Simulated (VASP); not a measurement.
A run of VASP 6.6.1 is set up as follows.

File INCAR:

```
SYSTEM = SnO2
ALGO = Normal
EDIFF = 1E-6
ENCUT = 520
ISIF = 2
ISMEAR = 0
LASPH = .TRUE.
LCHARG = .FALSE.
LREAL = .FALSE.
LWAVE = .FALSE.
NBANDS = 35
NELM = 80
PREC = Accurate
SIGMA = 0.05
```

File KPOINTS:

```
k-points
0
G
  10 10 10
  0 0 0
```

File POSCAR:

```
SnO2
1.0
   -2.0000686112      2.0000686112      5.1236788559
    2.0000686112     -2.0000686112      5.1236788559
    2.0000686112      2.0000686112     -5.1236788559
Sn O
2 4
Direct
    0.7326929596      0.2442309865      0.4884619731
    0.0000000000      0.0000000000      0.0000000000
    0.7965225900      0.7965225900      0.0000000000
    0.9534774100      0.4534774100      0.5000000000
    0.2034774100      0.2034774100      0.0000000000
    0.5465225900      0.0465225900      0.5000000000
```

Potentials or basis: VASP PAW LDA potentials, release 64 (Sn_d, O).

Command:

```sh
$ cat potpaw_LDA.64/Sn_d/POTCAR potpaw_LDA.64/O/POTCAR > POTCAR
$ mpirun -np 1 vasp_std > vasp.out
```

(1) What does it give for the pressure?

(2) Estimate the band gap on the k mesh.

(3) Estimate the largest force.

## Answers

(1) -2.7 GPa.

(2) 1.51 eV (least direct gap 1.78 eV).

(3) 1.787 eV/Å.

Caveat: the cell differs from its parent crystal (atom 1 (Sn) moved +0.075 Å towards its neighbour atom 2 (Sn) at 3.250 Å); the stress differs along the axes, from -5 to 0 GPa; spin-orbit coupling is left out, which moves the levels of the heavy elements; forces of over 1 eV/Å act on the atoms, so gaps and moduli don't describe the material at rest.
